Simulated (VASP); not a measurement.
# CoO (Fm-3m) in VASP: notebook, part 2 of 2

VASP 6.6.1. Earlier steps stand in the parts before.

## (3) Single point, LDA+U, collinear spin, ferromagnetic start

INCAR reads:

```
SYSTEM = CoO
ALGO     = Normal         ! electronic algorithm
EDIFF    = 1E-7           ! SCF threshold, eV
ENCUT    = 520            ! plane-wave cutoff, eV
ISIF     = 2              ! what is computed and relaxed
ISMEAR   = 0              ! smearing method
ISPIN    = 2              ! spin polarisation
LASPH    = .True.         ! aspherical terms in the spheres
LCHARG   = .False.        ! write CHGCAR
LDAU     = .True.         ! DFT+U
LDAUJ    = 0 0          
LDAUL    = 2 -1           ! shell
LDAUPRINT= 1            
LDAUTYPE = 2            
LDAUU    = 4 0            ! U, eV
LMAXMIX  = 4              ! l up to which the mixer works
LORBIT   = 11             ! projections on sites
LREAL    = .False.        ! projectors in reciprocal space
LWAVE    = .False.        ! write WAVECAR
MAGMOM   = 2.82 0.28      ! initial moments
NBANDS   = 18             ! bands
NELM     = 150            ! most SCF steps
PREC     = Accurate       ! precision mode
SIGMA    = 0.05           ! smearing width, eV
```

KPOINTS reads:

```
k-points
0
Gamma
  8 8 8
  0 0 0
```

POSCAR reads:

```
CoO
1.0
    0.0000000000      2.1315016600      2.1315016600
    2.1315016600      0.0000000000      2.1315016600
    2.1315016600      2.1315016600      0.0000000000
Co O
1 1
Direct
    0.0000000000      0.0000000000      0.0000000000
    0.5000000000      0.5000000000      0.5000000000
```

Potentials or basis: VASP PAW LDA potentials, release 64 (Co, O).

Launch:

```bash
cat potpaw_LDA.64/Co/POTCAR potpaw_LDA.64/O/POTCAR > POTCAR
mpirun -np 1 vasp_std > vasp.out
```

Wall time 23 s (1 thread of Intel Xeon 8259CL, shared host); peak memory 0.14 GiB.

Results (log left out):

```yaml
Free_energy: -12.4538 eV
Pressure: -19.1 GPa
Band_gap_on_the_k_mesh: zero (filled and empty bands overlap)
Net_moment: 3.00 μB per cell
Site_moments: Co +2.71; O +0.27 μB
Valence_electrons_inside_the_program's_atomic_spheres: Co 7.83; O 4.96
```

Levels at points of the mesh, in eV from the Fermi level:
Spin up:
```csv
k point,band 7,band 8,band 9,band 10,band 11,band 12
"(0.00, 0.00, 0.00)",-2.39,-2.39,-2.39,1.63,17.27,17.38
"(0.50, 0.00, 0.00)",-2.77,-0.17,-0.17,5.56,9.79,13.77
"(0.50, 0.50, 0.00)",-3.63,-3.45,-3.45,6.25,10.34,11.14
```
Spin down:
```csv
k point,band 4,band 5,band 6,band 7,band 8,band 9
"(0.00, 0.00, 0.00)",-1.88,-1.15,-1.15,-1.15,1.52,1.52
"(0.50, 0.00, 0.00)",-3.74,-0.11,-0.11,0.20,3.96,3.96
"(0.50, 0.50, 0.00)",-3.15,-2.22,0.05,0.05,2.01,2.45
```

Eigenvalues of the final occupation matrices:
| site | spin | trace | eigenvalues |
| --- | --- | --- | --- |
| site 1 d | 1 | 4.94 | 0.97 0.97 0.97 1.01 1.01 |
| site 1 d | 2 | 2.25 | 0.15 0.15 0.65 0.65 0.65 |

Caveat: a cell with one magnetic atom can't hold antiferromagnetic order, which such compounds often take.

## (4) Single point, LDA+U, collinear spin, ferrimagnetic start

INCAR reads:

```
PREC = Accurate ; ENCUT = 520
EDIFF = 1E-6 ; ISMEAR = 0
SIGMA = 0.05 ; LREAL = F
LASPH = T ; NELM = 150
ALGO = Normal ; ISIF = 2
LWAVE = F ; LCHARG = T
ISPIN = 2 ; MAGMOM = 1.55 -0.16
LORBIT = 11 ; LMAXMIX = 4
LDAU = T ; LDAUTYPE = 2
LDAUL = 2 -1 ; LDAUU = 4 0
LDAUJ = 0 0 ; LDAUPRINT = 1
GGA = CA ; LELF = T
LVHAR = T ; NBANDS = 18
```

KPOINTS reads:

```
regular mesh
0
Gamma
  8 8 8
```

POSCAR is that of step 3.

Launch:

```bash
cat potpaw_LDA.64/Co/POTCAR potpaw_LDA.64/O/POTCAR > POTCAR
mpirun -np 1 vasp_std > vasp.out
```

Run time: 22 s. Hardware: 1 thread of Intel Xeon 8259CL, shared host; peak memory 0.14 GiB.

It converged, with:

* Free energy: -12.4538 eV
* Pressure: -19.2 GPa
* Band gap on the k mesh: zero (filled and empty bands overlap)
* Net moment: 3.00 μB per cell
* Site moments: Co +2.71; O +0.27 μB
* Valence electrons inside the program's atomic spheres: Co 7.83; O 4.96

Levels at points of the mesh, in eV from the Fermi level:
Spin up:
```tsv
k point	band 5	band 6	band 7	band 8	band 9	band 10	band 11	band 12	band 13	band 14
(0.00, 0.00, 0.00)	-4.37	-4.37	-2.39	-2.39	-2.39	1.63	17.26	17.38	17.38	17.38
(0.50, 0.00, 0.00)	-3.73	-3.73	-2.77	-0.17	-0.17	5.56	9.79	13.77	13.77	20.08
(0.50, 0.50, 0.00)	-3.76	-3.63	-3.63	-3.45	-3.45	6.25	10.34	11.14	16.13	16.13
```
Spin down:
```tsv
k point	band 3	band 4	band 5	band 6	band 7	band 8	band 9	band 10
(0.00, 0.00, 0.00)	-1.88	-1.88	-1.15	-1.15	-1.15	1.52	1.52	2.15
(0.50, 0.00, 0.00)	-3.74	-3.74	-0.11	-0.11	0.20	3.96	3.96	5.91
(0.50, 0.50, 0.00)	-3.15	-3.15	-2.22	0.05	0.05	2.01	2.45	7.07
```

Eigenvalues of the final occupation matrices:
```tsv
site	spin	trace	eigenvalues
site 1 d	1	4.94	0.97 0.97 0.97 1.01 1.01
site 1 d	2	2.26	0.15 0.15 0.65 0.65 0.65
```

Caveat: a cell with one magnetic atom can't hold antiferromagnetic order, which such compounds often take.

## (5) Single point, LDA+U, collinear spin, ferromagnetic start

INCAR reads:

```
SYSTEM = CoO
PREC     = Accurate       ! precision mode
ENCUT    = 520            ! plane-wave cutoff, eV
EDIFF    = 1E-6           ! SCF threshold, eV
ISMEAR   = 0              ! smearing method
SIGMA    = 0.05           ! smearing width, eV
LREAL    = .FALSE.        ! projectors in reciprocal space
LASPH    = .TRUE.         ! aspherical terms in the spheres
NELM     = 150            ! most SCF steps
ALGO     = Normal         ! electronic algorithm
ISIF     = 2              ! what is computed and relaxed
LWAVE    = .FALSE.        ! write WAVECAR
LCHARG   = .FALSE.        ! write CHGCAR
ISPIN    = 2              ! spin polarisation
MAGMOM   = 0.75 0         ! initial moments
LORBIT   = 11             ! projections on sites
NUPDOWN  = 0.75           ! fixed moment
LMAXMIX  = 4              ! l up to which the mixer works
LDAU     = .TRUE.         ! DFT+U
LDAUTYPE = 2            
LDAUL    = 2 -1           ! shell
LDAUU    = 4 0            ! U, eV
LDAUJ    = 0 0          
LDAUPRINT= 1            
NBANDS   = 18             ! bands
```

KPOINTS reads:

```
regular mesh
0
G
  8 8 8
  0 0 0
```

POSCAR is that of step 4.

Launch:

```bash
cat potpaw_LDA.64/Co/POTCAR potpaw_LDA.64/O/POTCAR > POTCAR
mpirun -np 1 vasp_std > vasp.out
```

It took 21 s on 1 thread of Intel Xeon 8259CL, shared host; peak memory 0.14 GiB.

The run converged. Its results:

```yaml
Free_energy: -12.1015 eV
Pressure: -33.1 GPa
Net_moment: 0.75 μB per cell
Site_moments: Co +0.91; O -0.15 μB
Valence_electrons_inside_the_program's_atomic_spheres: Co 7.97; O 4.89
```

Eigenvalues of the final occupation matrices:
| site | spin | trace | eigenvalues |
| --- | --- | --- | --- |
| site 1 d | 1 | 4.15 | 0.64 0.64 0.96 0.96 0.96 |
| site 1 d | 2 | 3.25 | 0.18 0.18 0.96 0.96 0.96 |

Caveat: the total moment is fixed, so each spin has its own Fermi level; a cell with one magnetic atom can't hold antiferromagnetic order, which such compounds often take. The state reached can hang on the start; a lower one may exist.

## (6) Single point, LDA+U, collinear spin, ferromagnetic start

INCAR reads:

```
SYSTEM = CoO
ALGO = Normal
EDIFF = 1E-7
ENCUT = 520
GGA = CA
ISIF = 2
ISMEAR = 0
ISPIN = 2
LASPH = .TRUE.
LCHARG = .TRUE.
LDAU = .TRUE.
LDAUJ = 0 0
LDAUL = 2 -1
LDAUPRINT = 1
LDAUTYPE = 2
LDAUU = 4 0
LELF = .TRUE.
LMAXMIX = 4
LORBIT = 11
LREAL = .FALSE.
LVHAR = .TRUE.
LWAVE = .FALSE.
MAGMOM = 2.83 0.28
NBANDS = 18
NELM = 150
NUPDOWN = 3.0
PREC = Accurate
SIGMA = 0.05
```

KPOINTS reads:

```
k-points
0
G
  8 8 8
  0 0 0
```

POSCAR is that of step 5.

Potentials or basis: VASP PAW LDA potentials, release 64 (Co, O).

Launch:

```bash
cat potpaw_LDA.64/Co/POTCAR potpaw_LDA.64/O/POTCAR > POTCAR
mpirun -np 1 vasp_std > vasp.out
```

OUTCAR:

```text
SYSTEM = CoO
   EDIFF = 1E-7
   ENCUT = 520
   GGA = CA
   ISIF = 2
   ISMEAR = 0
   ISPIN = 2
   LASPH = .TRUE.
   LORBIT = 11
   LREAL = .FALSE.
   NELM = 150
   NUPDOWN = 3.0
   PREC = Accurate

 ion  position               nearest neighbor table
   1  0.000  0.000  0.000-   2 2.13   2 2.13   2 2.13   2 2.13   2 2.13   2 2.13
   2  0.500  0.500  0.500-   1 2.13   1 2.13   1 2.13   1 2.13   1 2.13   1 2.13

  LATTYP: Found a face centered cubic cell.
 ALAT       =     4.2630033200

  Lattice vectors:

 A1 = (   0.0000000000,   2.1315016600,   2.1315016600)
 A2 = (   2.1315016600,   0.0000000000,   2.1315016600)
 A3 = (   2.1315016600,   2.1315016600,   0.0000000000)
[... 1259 lines left out ...]

 VOLUME and BASIS-vectors are now :
 -----------------------------------------------------------------------------
  energy-cutoff  :      520.00
  volume of cell :       19.37
      direct lattice vectors                 reciprocal lattice vectors
     0.000000000  2.131501660  2.131501660    -0.234576407  0.234576407  0.234576407
     2.131501660  0.000000000  2.131501660     0.234576407 -0.234576407  0.234576407
     2.131501660  2.131501660  0.000000000     0.234576407  0.234576407 -0.234576407

 POSITION                                       TOTAL-FORCE (eV/Angst)
 -----------------------------------------------------------------------------------
      0.00000      0.00000      0.00000        -0.000000      0.000000     -0.000000
      2.13150      2.13150      2.13150         0.000000     -0.000000      0.000000
 -----------------------------------------------------------------------------------
    total drift:                                0.000000     -0.000000     -0.000000

  FREE ENERGIE OF THE ION-ELECTRON SYSTEM (eV)
  ---------------------------------------------------
  free  energy   TOTEN  =       -12.4537634065 eV

  energy  without entropy=      -12.4479084793  energy(sigma->0) =      -12.45083594

 total charge

# of ion       s       p       d       tot
------------------------------------------
    1        0.302   0.367   7.165   7.834
    2        1.539   3.417   0.000   4.956
--------------------------------------------------
tot          1.841   3.784   7.165  12.790

 magnetization (x)

# of ion       s       p       d       tot
------------------------------------------
    1        0.019   0.018   2.679   2.715
    2        0.023   0.243   0.000   0.266
--------------------------------------------------
tot          0.042   0.260   2.679   2.981
```

Run time: 25 s. Hardware: 1 thread of Intel Xeon 8259CL, shared host; peak memory 0.14 GiB.

What came out:

```yaml
Free_energy: -12.4538 eV
Pressure: -19.1 GPa
Net_moment: 3.00 μB per cell
Site_moments: Co +2.71; O +0.27 μB
Valence_electrons_inside_the_program's_atomic_spheres: Co 7.83; O 4.96
```

Eigenvalues of the final occupation matrices:
```
    site  spin  trace               eigenvalues
site 1 d     1   4.94  0.97 0.97 0.97 1.01 1.01
site 1 d     2   2.25  0.15 0.15 0.65 0.65 0.65
```

Caveat: the total moment is fixed, so each spin has its own Fermi level; a cell with one magnetic atom can't hold antiferromagnetic order, which such compounds often take. The state reached can hang on the start; a lower one may exist.

## (7) Overview

```tsv
spin	fixed moment (μB)	gap on the mesh (eV)	pressure (GPa)	moment (μB)
collinear, ferromagnetic start	-	none	-19.1	3.00
collinear, ferrimagnetic start	-	none	-19.2	3.00
collinear, ferromagnetic start	0.75	-	-33.1	0.75
collinear, ferromagnetic start	3.0	-	-19.1	3.00
```

Alike in all rows: task single point; level LDA+U; potentials or basis VASP PAW LDA potentials, release 64 (Co, O); Co d U = 4.0 eV; cell as given; k mesh 8 × 8 × 8; cutoff (eV) 520; smearing gaussian 0.05 eV.

Caveats: a cell with one magnetic atom can't hold antiferromagnetic order, which such compounds often take; the total moment is fixed, so each spin has its own Fermi level (some runs).

Total energies depend on the potentials used, so only differences within one code and one set of settings carry meaning.
